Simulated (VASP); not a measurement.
Set up this calculation in VASP 6.6.1, as the native input.

| Property | Result |
| --- | --- |
| Task | single point |
| Functional | BLYP |
| Potentials or basis | VASP PAW PBE potentials, release 64 (Te) |
| Cutoff | 520 eV |
| k mesh | 10 × 10 × 10 |
| Occupations | fermi-dirac, width 0.1 eV |
| Spin | no spin polarisation |
| Dipole correction | no |
| Further INCAR settings | ALGO = Normal; EDIFF = 1e-06; NBANDS = 9 |

The structure of Te lies in POSCAR:

```
Te
1.0
    3.2945378932      0.0000000000      0.0000000000
    0.0000000000      3.2945378932      0.0000000000
    0.0000000000      0.0000000000      3.2945378932
Te
1
Direct
    0.0000000000      0.0000000000      0.0000000000
```

This isn't the form of Te at room conditions, which is trigonal, of chains.

The input as run:

INCAR

```
PREC = Accurate ; ENCUT = 520
EDIFF = 1E-6 ; ISMEAR = -1
SIGMA = 0.1 ; LREAL = False
LASPH = True ; NELM = 100
ALGO = Normal ; ISIF = 2
LWAVE = False ; LCHARG = True
GGA = B5 ; ALDAX = 1.0
AGGAX = 1.0 ; AGGAC = 1.0
ALDAC = 0.0 ; LELF = True
LVHAR = True ; NBANDS = 9
```

KPOINTS

```
Automatic mesh
0
Gamma
  10 10 10
```

Potentials or basis: VASP PAW PBE potentials, release 64 (Te).

Run with:

```sh
$ cat potpaw_PBE.64/Te/POTCAR > POTCAR
$ mpirun -np 1 vasp_std > vasp.out
```

It gave:

* Pressure: 0.1 GPa
* Band gap on the k mesh: zero (bands 3 and 4 overlap by 4.83 eV)

Caveat: the PAW data sets were made with another functional, which shifts forces and pressure a little; spin-orbit coupling is left out, which moves the levels of the heavy elements.

It took 18 s on 1 thread of AMD EPYC 7R43 64-Core Processor (Zen 3) (shared host), peak memory 0.13 GiB.
